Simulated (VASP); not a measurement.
# SnO2 (P4_2/mnm) in VASP: further runs, part 2 of 2

VASP 6.6.1.

### Step 4. Relaxation of cell and atoms, PBE

INCAR reads:

```
PREC = Accurate
ENCUT = 600
EDIFF = 1E-6
ISMEAR = 0
SIGMA = 0.02
LREAL = F
LASPH = T
NELM = 100
ALGO = Normal
ISIF = 3
LWAVE = F
LCHARG = F
GGA = PE
IBRION = 2
NSW = 100
EDIFFG = -0.01
```

KPOINTS reads:

```
regular mesh
0
Gamma
  6 6 8
```

POSCAR reads:

```
SnO2
1.0
    4.8254276730      0.0000000000      0.0000000000
    0.0000000000      4.8254276730      0.0000000000
    0.0000000000      0.0000000000      3.2372799986
Sn O
2 4
Direct
    0.0000000000      0.0000000000      0.0000000000
    0.5000000000      0.5000000000      0.5000000000
    0.3067491142      0.3067491142      0.0000000000
    0.1932508858      0.8067491142      0.5000000000
    0.6932508858      0.6932508858      0.0000000000
    0.8067491142      0.1932508858      0.5000000000
```

Potentials or basis: VASP PAW PBE potentials, release 64 (Sn_d, O).

Started as:

```bash
$ cat potpaw_PBE.64/Sn_d/POTCAR potpaw_PBE.64/O/POTCAR > POTCAR
$ mpirun -np 1 vasp_std > vasp.out
```

OUTCAR:

```text
PREC = Accurate
   ENCUT = 600
   EDIFF = 1E-6
   ISMEAR = 0
   LREAL = F
   LASPH = T
   NELM = 100
   ISIF = 3
   GGA = PE
   IBRION = 2
   NSW = 100
   EDIFFG = -0.01

 ion  position               nearest neighbor table
   1  0.000  0.000  0.000-   4 2.09   6 2.09   4 2.09   6 2.09   5 2.09   3 2.09
   2  0.500  0.500  0.500-   3 2.09   5 2.09   3 2.09   5 2.09   4 2.09   6 2.09
   3  0.307  0.307  0.000-   2 2.09   2 2.09   1 2.09
   4  0.193  0.807  0.500-   1 2.09   1 2.09   2 2.09
   5  0.693  0.693  0.000-   2 2.09   2 2.09   1 2.09
   6  0.807  0.193  0.500-   1 2.09   1 2.09   2 2.09

  LATTYP: Found a simple tetragonal cell.
 ALAT       =     4.8254276730
 C/A-ratio  =     0.6708793951

  Lattice vectors:

[... 314 lines left out ...]
  ext. energy  EPLUGINS =         0.00000000
  ---------------------------------------------------
  free energy    TOTEN  =       -37.32031039 eV

  energy without entropy =      -37.32031039  energy(sigma->0) =      -37.32031039

 E-fermi :   5.6003     XC(G=0): -10.9637

 val. band max:        5.5031881097   @ k =   0.0000   0.0000   0.0000
 cond. band min:       6.1443464241   @ k =   0.0000   0.0000   0.0000
 fundamental gap:      0.6411583143
 Fermi energy:         5.6002727984

 k-point     1 :       0.0000    0.0000    0.0000
  band No.  band energies     occupation
      1     -15.5288      2.00000
      2     -14.8691      2.00000
      3     -14.6804      2.00000
      4     -14.6529      2.00000
      5     -14.6529      2.00000
      6     -14.5886      2.00000
[... 805 lines left out ...]
     30      13.8793      0.00000
     31      14.5244      0.00000

 [... further k-points ...]

------------------------ aborting loop because EDIFF is reached ----------------------------------------

  FORCE on cell =-STRESS in cart. coord.  units (eV):
  Direction    XX          YY          ZZ          XY          YZ          ZX
  --------------------------------------------------------------------------------------
  -------------------------------------------------------------------------------------
  Total       -0.0136807     -0.0136807     -0.0148335      0.0000000      0.0000000      0.0000000
  in kB       -0.2897674     -0.2897674     -0.3141859      0.0000000      0.0000000      0.0000000
  external PRESSURE =      -0.2979069 kB  Pullay stress =       0.0000000 kB
[... 21 lines left out ...]
  FREE ENERGIE OF THE ION-ELECTRON SYSTEM (eV)
  ---------------------------------------------------
  free  energy   TOTEN  =       -37.3203103897 eV

  energy  without entropy=      -37.3203103897  energy(sigma->0) =      -37.32031039

 reached required accuracy - stopping structural energy minimisation
```

OSZICAR:

```text
N       E                     dE             d eps       ncg     rms          rms(c)
DAV:   1     0.685801666372E+03    0.68580E+03   -0.28520E+04  3330   0.283E+03
DAV:   2     0.637957695954E+02   -0.62201E+03   -0.60088E+03  3460   0.728E+02
DAV:   3    -0.377576809195E+02   -0.10155E+03   -0.99984E+02  3520   0.238E+02
[... 28 lines left out ...]
DAV:   7    -0.373203103121E+02   -0.23120E-06   -0.36117E-07  1935   0.616E-03
   3 F= -.37320310E+02 E0= -.37320310E+02  d E =-.643279E-03
       N       E                     dE             d eps       ncg     rms          rms(c)
DAV:   1    -0.373203120630E+02   -0.19821E-05   -0.51806E-05  3906   0.111E-01    0.879E-03
DAV:   2    -0.373203106875E+02    0.13756E-05   -0.31972E-06  2017   0.240E-02    0.348E-03
DAV:   3    -0.373203103897E+02    0.29779E-06   -0.17361E-06  1986   0.145E-02
   4 F= -.37320310E+02 E0= -.37320310E+02  d E =-.643357E-03
```

Run time: 5.5 min. Hardware: 1 thread of Intel Xeon Platinum 8175M at 2.50GHz (Skylake/Cascade Lake), shared host; peak memory 0.27 GiB.

Results:

* Free energy: -37.3203 eV
* Relaxed volume: 12.61 Å³/atom
* Relaxed cell: a = 4.830 Å, b = 4.830 Å, c = 3.242 Å, α = 90.00°, β = 90.00°, γ = 90.00°
* Space group after relaxing (to 0.1 Å): P4_2/mnm (No. 136)
* Energy gained by relaxing: 0.1 meV/atom
* Ionic steps: 4
* Pressure after relaxing: 0.0 GPa
* Largest force after relaxing: 0.010 eV/Å
* Band gap on the k mesh: 0.64 eV

Forces in eV/Å, atoms in the order of the input:
```
Sn   0.000  0.000  0.000
Sn   0.000  0.000  0.000
O   -0.007 -0.007  0.000
O    0.007 -0.007  0.000
O    0.007  0.007  0.000
O   -0.007  0.007  0.000
```

The path:
```tsv
step	energy change (eV)	largest force (eV/Å)	pressure (GPa)	volume (Å³)
1	0.0000	0.0435	0.66	75.38
2	0.0002	0.0277	-0.79	75.95
3	-0.0006	0.0108	-0.02	75.64
4	-0.0006	0.0100	-0.03	75.64
```

Final structure:
```
CELL_PARAMETERS angstrom
4.83010 0.00000 0.00000
0.00000 4.83010 0.00000
0.00000 0.00000 3.24232
ATOMIC_POSITIONS crystal
Sn 0.00000 0.00000 0.00000
Sn 0.50000 0.50000 0.50000
O 0.30661 0.30661 0.00000
O 0.19339 0.80661 0.50000
O 0.69339 0.69339 0.00000
O 0.80661 0.19339 0.50000
```

Levels at points of the mesh, in eV from the valence-band top:
```
           k point  band 22  band 23  band 24  band 25  band 26  band 27  band 28  band 29  band 30  band 31
(0.00, 0.00, 0.00)    -1.26    -1.26    -0.74    -0.74     0.00     0.64     5.66     6.04     6.04    10.09
(0.50, 0.00, 0.00)    -1.89    -1.21    -1.21    -0.60    -0.60     3.85     3.85     6.79     6.79    10.38
(0.50, 0.50, 0.00)    -1.87    -1.33    -1.33    -0.85    -0.85     4.24     4.24     7.13     7.13    10.46
(0.00, 0.00, 0.50)    -2.57    -1.52    -1.52    -1.18    -1.18     5.56     5.56     9.35     9.35    10.28
(0.50, 0.00, 0.50)    -1.66    -1.01    -1.01    -0.75    -0.75     5.82     5.82     7.59     7.59    10.55
(0.50, 0.50, 0.50)    -2.43    -0.92    -0.92    -0.78    -0.78     4.33     4.33     8.60     8.60    10.54
```

Caveat: semilocal functionals underestimate gaps, and a narrow one can read as zero; spin-orbit coupling is left out, which moves the levels of the heavy elements.

### Step 5. Summary

| task | cell | k mesh | cutoff (eV) | smearing | gap on the mesh (eV) | pressure (GPa) | largest force (eV/Å) |
| --- | --- | --- | --- | --- | --- | --- | --- |
| single point | a = 4.825, b = 4.825, c = 3.237 Å, 6 atoms, atomic positions A | 4 × 4 × 6 | 520 | gaussian 0.1 eV | 0.68 | 0.8 | 0.04 |
| single point | a = 4.828, b = 4.828, c = 3.238 Å, 6 atoms, atomic positions B | 6 × 6 × 8 | 520 | gaussian 0.02 eV | 0.67 | 0.6 | 0.02 |
| relaxation of cell and atoms | relaxed from a = 4.825, b = 4.825, c = 3.237 Å, 6 atoms, atomic positions A | 6 × 6 × 8 | 600 | gaussian 0.02 eV | 0.64 | 0.0 | 0.01 |

Alike in all rows: level PBE; potentials or basis VASP PAW PBE potentials, release 64 (Sn_d, O); no spin polarisation.

Caveats: semilocal functionals underestimate gaps, and a narrow one can read as zero; spin-orbit coupling is left out, which moves the levels of the heavy elements.

Total energies depend on the potentials used, so only differences within one code and one set of settings carry meaning.
